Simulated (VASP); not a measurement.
# Si (I4/mmm) in VASP: notebook

Runs on Si. Level: LDA. Tasks: single point.

Program: VASP 6.6.1. These are calculated values, not measurements. Logs are shortened: lines on timing, memory, paths and dates and some standing lists are left out, and cuts for length are marked.

## Step 1: The cell of the first run

Symmetry: I4/mmm, No. 139, tetragonal system. Conventional cell: a = 7.021 Å, b = 7.021 Å, c = 3.450 Å, α = 90.00°, β = 90.00°, γ = 90.00°. Si (site symmetry m2m) has 4 Si at 2.23 to 2.51 Å within 2.9 Å.

## Step 2: Single point, LDA

The input, INCAR:

```
SYSTEM = Si
PREC     = Accurate       ! precision mode
ENCUT    = 520            ! plane-wave cutoff, eV
EDIFF    = 1E-7           ! SCF threshold, eV
ISMEAR   = 0              ! smearing method
SIGMA    = 0.03           ! smearing width, eV
LREAL    = .FALSE.        ! projectors in reciprocal space
LASPH    = .TRUE.         ! aspherical terms in the spheres
NELM     = 60             ! most SCF steps
ALGO     = Normal         ! electronic algorithm
ISIF     = 2              ! what is computed and relaxed
LWAVE    = .FALSE.        ! write WAVECAR
LCHARG   = .FALSE.        ! write CHGCAR
NBANDS   = 16             ! bands
```

The input, KPOINTS:

```
Automatic mesh
0
G
  12 12 12
  0 0 0
```

The input, POSCAR:

```
Si
1.0
   -3.5105624357      3.5105624357      1.7249895509
    3.5105624357     -3.5105624357      1.7249895509
    3.5105624357      3.5105624357     -1.7249895509
Si
4
Direct
    0.1788010600      0.1788010600      0.3576021200
    0.8211989400      0.8211989400      0.6423978800
    0.1788010600      0.8211989400      0.0000000000
    0.8211989400      0.1788010600      0.0000000000
```

Potentials or basis: VASP PAW LDA potentials, release 64 (Si).

Started as:

```console
$ cat potpaw_LDA.64/Si/POTCAR > POTCAR
$ mpirun -np 1 vasp_std > vasp.out
```

OUTCAR:

```text
SYSTEM = Si
   PREC = Accurate
   ENCUT = 520
   EDIFF = 1E-7
   ISMEAR = 0
   LREAL = .FALSE.
   LASPH = .TRUE.
   NELM = 60
   ISIF = 2

 ion  position               nearest neighbor table
   1  0.179  0.179  0.358-   2 2.23   2 2.23   3 2.51   4 2.51
   2  0.821  0.821  0.642-   1 2.23   1 2.23   4 2.51   3 2.51
   3  0.179  0.821  0.000-   4 2.23   4 2.23   2 2.51   1 2.51
   4  0.821  0.179  0.000-   3 2.23   3 2.23   2 2.51   1 2.51

  LATTYP: Found a body centered tetragonal cell.
 ALAT       =     7.0211248714
 C/A-ratio  =     0.4913712781

  Lattice vectors:

 A1 = (  -3.5105624357,   3.5105624357,   1.7249895509)
 A2 = (   3.5105624357,  -3.5105624357,   1.7249895509)
 A3 = (   3.5105624357,   3.5105624357,  -1.7249895509)

Analysis of symmetry for initial positions (statically):
=====================================================================
 Subroutine PRICEL returns:
 Original cell was already a primitive cell.

 Routine SETGRP: Setting up the symmetry group for a
 body centered tetragonal supercell.

 Subroutine GETGRP returns: Found 16 space group operations
 (whereof 16 operations were pure point group operations)
 out of a pool of 16 trial point group operations.

The static configuration has the point symmetry D_4h.

Analysis of symmetry for dynamics (positions and initial velocities):
=====================================================================
 Subroutine PRICEL returns:
 Original cell was already a primitive cell.

 Routine SETGRP: Setting up the symmetry group for a
 body centered tetragonal supercell.

 Subroutine GETGRP returns: Found 16 space group operations
 (whereof 16 operations were pure point group operations)
 out of a pool of 16 trial point group operations.

The dynamic configuration has the point symmetry D_4h.

 Subroutine INISYM returns: Found 16 space group operations
 (whereof 16 operations are pure point group operations),
 and found     1 'primitive' translations

----------------------------------------------------------------------------------------

                                     Primitive cell

  volume of cell :      85.0354

  direct lattice vectors                    reciprocal lattice vectors
    -3.510562436  3.510562436  1.724989551     0.000000000  0.142427320  0.289856828
     3.510562436 -3.510562436  1.724989551     0.142427320  0.000000000  0.289856828
     3.510562436  3.510562436 -1.724989551     0.142427320  0.142427320  0.000000000

  length of vectors
     5.255824025  5.255824025  5.255824025     0.322959010  0.322959010  0.201422648

  position of ions in fractional coordinates (direct lattice)
     0.178801060  0.178801060  0.357602120
     0.821198940  0.821198940  0.642397880
     0.178801060  0.821198940  0.000000000
     0.821198940  0.178801060  0.000000000

  ion indices of the primitive-cell ions
   primitive index   ion index
                 1           1
                 2           2
                 3           3
                 4           4

----------------------------------------------------------------------------------------

 KPOINTS: Automatic mesh

Automatic generation of k-mesh.
 Grid dimensions read from file:
 generate k-points for:   12   12   12

 Generating k-lattice:

  Cartesian coordinates                     Fractional coordinates (reciprocal lattice)
     0.000000000  0.011868943  0.024154736     0.083333333  0.000000000  0.000000000
     0.011868943  0.000000000  0.024154736     0.000000000  0.083333333  0.000000000
     0.011868943  0.011868943  0.000000000     0.000000000  0.000000000  0.083333333

  Length of vectors
     0.026913251  0.026913251  0.016785221

  Shift w.r.t. Gamma in fractional coordinates (k-lattice)
     0.000000000  0.000000000  0.000000000

 Subroutine IBZKPT returns following result:
 ===========================================

 Found    163 irreducible k-points:

 Following reciprocal coordinates:
            Coordinates               Weight
  0.000000  0.000000  0.000000      1.000000
  0.083333 -0.000000  0.000000      8.000000
  0.166667 -0.000000  0.000000      8.000000
  0.250000 -0.000000  0.000000      8.000000
  0.333333 -0.000000  0.000000      8.000000
  0.416667 -0.000000  0.000000      8.000000
[... 16 lines left out ...]
  0.500000  0.166667  0.000000     16.000000
 -0.416667  0.166667  0.000000     16.000000
 [... further k-points ...]
   k-points           NKPTS =    163   k-points in BZ     NKDIM =    163   number of bands    NBANDS=     16
   number of dos      NEDOS =    301   number of ions     NIONS =      4
   total plane-waves  NPLWV =  64000
   dimension x,y,z NGX =    40 NGY =   40 NGZ =   40
   dimension x,y,z NGXF=    80 NGYF=   80 NGZF=   80
   ions per type =               4
   NGX,Y,Z   is equivalent  to a cutoff of  12.65, 12.65, 12.65 a.u.
   NGXF,Y,Z  is equivalent  to a cutoff of  25.30, 25.30, 25.30 a.u.
 SYSTEM =  Si
[... 65 lines left out ...]
  band No.  band energies     occupation
      1      -6.7188      2.00000
      2      -3.5746      2.00000
      3      -0.3603      2.00000
      4      -0.3603      2.00000
      5       1.5368      2.00000
      6       4.8967      2.00000
[... 8 lines left out ...]
     15      12.5052      0.00000
     16      12.7144      0.00000

 k-point     2 :       0.0833   -0.0000    0.0000
  band No.  band energies     occupation
      1      -6.6248      2.00000
      2      -3.5394      2.00000
      3      -0.3938      2.00000
      4      -0.2336      2.00000
      5       1.6283      2.00000
      6       4.2458      2.00000
[... 8 lines left out ...]
     15      11.6337      0.00000
     16      13.4163      0.00000

 k-point     3 :       0.1667   -0.0000    0.0000
  band No.  band energies     occupation
      1      -6.3448      2.00000
      2      -3.4233      2.00000
      3      -0.4913      2.00000
      4       0.0996      2.00000
      5       1.8404      2.00000
      6       3.0044      2.00000
[... 8 lines left out ...]
     15      11.1987      0.00000
     16      12.5830      0.00000

 k-point     4 :       0.2500   -0.0000    0.0000
  band No.  band energies     occupation
      1      -5.8853      2.00000
      2      -3.2031      2.00000
      3      -0.7161      2.00000
      4       0.3912      2.00000
      5       1.8347      2.00000
      6       2.0336      2.00000
[... 8 lines left out ...]
     15      12.3205      0.00000
     16      12.7210      0.00000

 k-point     5 :       0.3333   -0.0000    0.0000
  band No.  band energies     occupation
      1      -5.2631      2.00000
      2      -2.8613      2.00000
      3      -1.2748      2.00000
      4       0.0274      2.00000
      5       1.1422      2.00000
      6       2.0800      2.00000
[... 8 lines left out ...]
     15      11.4750      0.00000
     16      12.0711      0.00000

 k-point     6 :       0.4167   -0.0000    0.0000
  band No.  band energies     occupation
      1      -4.5322      2.00000
      2      -2.4103      2.00000
      3      -2.1396      2.00000
      4      -0.7217      2.00000
      5       0.9699      2.00000
      6       1.9858      2.00000
[... 8 lines left out ...]
     15      10.2731      0.00000
     16      13.1577      0.00000
[... 267 lines left out ...]
 k-point    21 :       0.3333    0.1667    0.0000
  band No.  band energies     occupation
      1      -4.0487      2.00000
      2      -2.5642      2.00000
      3      -2.2358      2.00000
      4      -1.1936      2.00000
      5       0.9064      2.00000
      6       2.3556      2.00000
[... 8 lines left out ...]
     15      11.2950      0.00000
     16      12.3747      0.00000

 k-point    22 :       0.4167    0.1667    0.0000
  band No.  band energies     occupation
      1      -4.2001      2.00000
      2      -2.9582      2.00000
      3      -2.2997      2.00000
      4      -0.5262      2.00000
      5       0.7478      2.00000
      6       2.5956      2.00000
[... 8 lines left out ...]
     15      11.3856      0.00000
     16      12.3396      0.00000

 k-point    23 :       0.5000    0.1667    0.0000
  band No.  band energies     occupation
      1      -4.9094      2.00000
      2      -3.4337      2.00000
      3      -1.5909      2.00000
      4       0.2719      2.00000
      5       0.8993      2.00000
      6       2.4727      2.00000
[... 8 lines left out ...]
     15      11.3992      0.00000
     16      12.3370      0.00000

 k-point    24 :      -0.4167    0.1667    0.0000
  band No.  band energies     occupation
      1      -5.5721      2.00000
      2      -3.7807      2.00000
      3      -1.0693      2.00000
      4       0.8064      2.00000
      5       1.6003      2.00000
      6       2.3987      2.00000
[... 8 lines left out ...]
     15      12.0053      0.00000
     16      12.5579      0.00000

 [... further k-points ...]

------------------------ aborting loop because EDIFF is reached ----------------------------------------

  FORCE on cell =-STRESS in cart. coord.  units (eV):
  Direction    XX          YY          ZZ          XY          YZ          ZX
  --------------------------------------------------------------------------------------
  -------------------------------------------------------------------------------------
  Total       -4.4987102     -4.4987102     10.3209854      0.0000000      0.0000000      0.0000000
  in kB      -84.7615196    -84.7615196    194.4607174      0.0000000      0.0000000      0.0000000
  external PRESSURE =       8.3125594 kB  Pullay stress =       0.0000000 kB

 VOLUME and BASIS-vectors are now :
 -----------------------------------------------------------------------------
  energy-cutoff  :      520.00
  volume of cell :       85.04
      direct lattice vectors                 reciprocal lattice vectors
    -3.510562436  3.510562436  1.724989551     0.000000000  0.142427320  0.289856828
     3.510562436 -3.510562436  1.724989551     0.142427320  0.000000000  0.289856828
     3.510562436  3.510562436 -1.724989551     0.142427320  0.142427320  0.000000000

 POSITION                                       TOTAL-FORCE (eV/Angst)
 -----------------------------------------------------------------------------------
      1.25538      1.25538     -0.00000        -1.183793     -1.183793     -0.000000
      2.25518      2.25518      1.72499         1.183793      1.183793      0.000000
      2.25518     -2.25518      1.72499         1.183793     -1.183793     -0.000000
     -2.25518      2.25518      1.72499        -1.183793      1.183793     -0.000000
 -----------------------------------------------------------------------------------
    total drift:                               -0.000000     -0.000000      0.000000

  FREE ENERGIE OF THE ION-ELECTRON SYSTEM (eV)
  ---------------------------------------------------
  free  energy   TOTEN  =       -22.5664310644 eV

  energy  without entropy=      -22.5662296451  energy(sigma->0) =      -22.56633035
```

Run time: 93 s. Hardware: 1 thread of Intel Xeon 6975P-C (Granite Rapids), shared host; peak memory 0.29 GiB.

What came out:

| Item | Value |
| --- | --- |
| Free energy | -22.5664 eV |
| Pressure | 0.8 GPa |
| Largest force | 1.674 eV/Å |
| Band gap on the k mesh | zero (bands 8 and 9 overlap by 0.71 eV) |

Forces on the atoms (eV/Å):
```
Si  -1.184 -1.184  0.000
Si   1.184  1.184  0.000
Si   1.184 -1.184  0.000
Si  -1.184  1.184  0.000
```

Caveat: the stress differs along the axes, from -8 to 19 GPa; semilocal functionals underestimate gaps, and a narrow one can read as zero; forces of over 1 eV/Å act on the atoms, so gaps and moduli don't describe the material at rest.

## Step 3: Single point, LDA

This run uses another cell than the first one, of the same volume but with other edges.

The input, INCAR:

```
PREC     = Accurate       # precision mode
ENCUT    = 520            # plane-wave cutoff, eV
EDIFF    = 1E-7           # SCF threshold, eV
ISMEAR   = 0              # smearing method
SIGMA    = 0.03           # smearing width, eV
LREAL    = False          # projectors in reciprocal space
LASPH    = True           # aspherical terms in the spheres
NELM     = 60             # most SCF steps
ALGO     = Normal         # electronic algorithm
ISIF     = 2              # what is computed and relaxed
LWAVE    = False          # write WAVECAR
LCHARG   = False          # write CHGCAR
NBANDS   = 16             # bands
```

The input, KPOINTS:

```
regular mesh
0
Gamma
  12 12 12
```

The input, POSCAR:

```
Si
1.0
   -3.1293628889      3.1293628889      2.1708410010
    3.1293628889     -3.1293628889      2.1708410010
    3.1293628889      3.1293628889     -2.1708410010
Si
4
Direct
    0.1788010600      0.1788010600      0.3576021200
    0.8211989400      0.8211989400      0.6423978800
    0.1788010600      0.8211989400      0.0000000000
    0.8211989400      0.1788010600      0.0000000000
```

Potentials or basis: VASP PAW LDA potentials, release 64 (Si).

Started as:

```console
$ cat potpaw_LDA.64/Si/POTCAR > POTCAR
$ mpirun -np 1 vasp_std > vasp.out
```

It took 81 s on 1 thread of Intel Xeon 6975P-C (Granite Rapids), shared host; peak memory 0.29 GiB.

The run converged. Its results:

- Free energy: -22.4322 eV
- Pressure: 0.4 GPa
- Largest force: 2.292 eV/Å
- Band gap on the k mesh: zero (bands 8 and 9 overlap by 0.60 eV)

Forces on the atoms (eV/Å):
```
Si   1.620  1.620  0.000
Si  -1.620 -1.620  0.000
Si  -1.620  1.620  0.000
Si   1.620 -1.620  0.000
```

Stress tensor (GPa, compression positive):
```
  9.59   0.00   0.00
  0.00   9.59   0.00
  0.00   0.00 -17.86
```

Levels at points of the mesh, in eV from the Fermi level:
| k point | band 4 | band 5 | band 6 | band 7 | band 8 | band 9 | band 10 | band 11 | band 12 | band 13 |
| --- | --- | --- | --- | --- | --- | --- | --- | --- | --- | --- |
| (0.00, 0.00, 0.00) | -5.42 | -3.74 | -1.73 | -1.73 | -0.89 | 0.31 | 1.01 | 1.01 | 3.58 | 3.60 |
| (0.50, 0.00, 0.00) | -5.20 | -4.06 | -3.27 | -2.29 | -0.45 | 1.32 | 3.43 | 3.48 | 3.80 | 5.37 |
| (0.50, 0.50, 0.00) | -4.66 | -2.63 | -2.34 | -2.00 | -0.72 | 0.52 | 1.14 | 2.24 | 4.17 | 4.72 |
| (0.50, 0.50, 0.50) | -4.77 | -3.80 | -1.07 | 0.12 | 0.39 | 0.39 | 2.16 | 3.95 | 3.95 | 4.80 |

Caveat: the stress differs along the axes, from -18 to 10 GPa; semilocal functionals underestimate gaps, and a narrow one can read as zero; forces of over 1 eV/Å act on the atoms, so gaps and moduli don't describe the material at rest.

## Step 4: Single point, LDA

The input, INCAR:

```
ALGO = Normal ; EDIFF = 1E-6
ENCUT = 520 ; GGA = CA
ISIF = 2 ; ISMEAR = 0
LASPH = T ; LCHARG = T
LELF = T ; LREAL = F
LVHAR = T ; LWAVE = F
NBANDS = 16 ; NELM = 60
PREC = Accurate ; SIGMA = 0.03
```

The input, KPOINTS:

```
k-points
0
Gamma
  12 12 12
```

The input, POSCAR:

```
Si
1.0
   -3.4191676897      3.4191676897      1.8184403928
    3.4191676897     -3.4191676897      1.8184403928
    3.4191676897      3.4191676897     -1.8184403928
Si
4
Direct
    0.1788010600      0.1788010600      0.3576021200
    0.8211989400      0.8211989400      0.6423978800
    0.1788010600      0.8211989400      0.0000000000
    0.8211989400      0.1788010600      0.0000000000
```

Started as:

```console
$ cat potpaw_LDA.64/Si/POTCAR > POTCAR
$ mpirun -np 1 vasp_std > vasp.out
```

It took 67 s on 1 thread of Intel Xeon 6975P-C (Granite Rapids), shared host; peak memory 0.3 GiB.

It converged, with:

```
Free energy            : -23.1630 eV
Pressure               : -1.0 GPa
Largest force          : 0.861 eV/Å
Band gap on the k mesh : zero (bands 8 and 9 overlap by 0.11 eV)
```

Forces in eV/Å, atoms in the order of the input:
```
Si  -0.609 -0.609  0.000
Si   0.609  0.609  0.000
Si   0.609 -0.609  0.000
Si  -0.609  0.609  0.000
```

Stress tensor (GPa, compression positive):
```
-5.77  0.00  0.00
 0.00 -5.77  0.00
 0.00  0.00  8.68
```

Levels at points of the mesh, in eV from the Fermi level:
| k point | band 5 | band 6 | band 7 | band 8 | band 9 | band 10 | band 11 | band 12 |
| --- | --- | --- | --- | --- | --- | --- | --- | --- |
| (0.00, 0.00, 0.00) | -3.74 | -1.01 | -1.01 | -0.42 | 1.07 | 1.07 | 2.18 | 2.81 |
| (0.50, 0.00, 0.00) | -4.35 | -3.47 | -2.21 | -1.64 | 0.68 | 1.96 | 2.75 | 3.34 |
| (0.50, 0.50, 0.00) | -2.96 | -2.26 | -1.40 | -1.10 | 1.72 | 2.29 | 2.52 | 3.50 |
| (0.50, 0.50, 0.50) | -2.22 | -0.16 | -0.16 | 0.04 | 1.19 | 2.56 | 2.66 | 4.22 |

Caveat: the stress differs along the axes, from -6 to 9 GPa; semilocal functionals underestimate gaps, and a narrow one can read as zero.

## Step 5: The runs side by side

| cell | gap on the mesh (eV) | pressure (GPa) | largest force (eV/Å) |
| --- | --- | --- | --- |
| a = 5.256 Å, angles 96.2, 96.2, 141.7°, 4 atoms | none | 0.8 | 1.67 |
| a = 4.929 Å, angles 101.2, 101.2, 127.7°, 4 atoms | none | 0.4 | 2.29 |
| a = 5.166 Å, angles 97.1, 97.1, 138.8°, 4 atoms | none | -1.0 | 0.86 |

Alike in all rows: task single point; level LDA; potentials or basis VASP PAW LDA potentials, release 64 (Si); no spin polarisation; k mesh 12 × 12 × 12; cutoff (eV) 520; smearing gaussian 0.03 eV.

Caveats: semilocal functionals underestimate gaps, and a narrow one can read as zero; forces of over 1 eV/Å act on the atoms, so gaps and moduli don't describe the material at rest (at least some runs); the stress differs along the axes, from -8 to 19 GPa (at least some runs); the stress differs along the axes, from -18 to 10 GPa (at least some runs); the stress differs along the axes, from -6 to 9 GPa (at least some runs).

Total energies depend on the potentials used, so only differences within one code and one set of settings carry meaning.
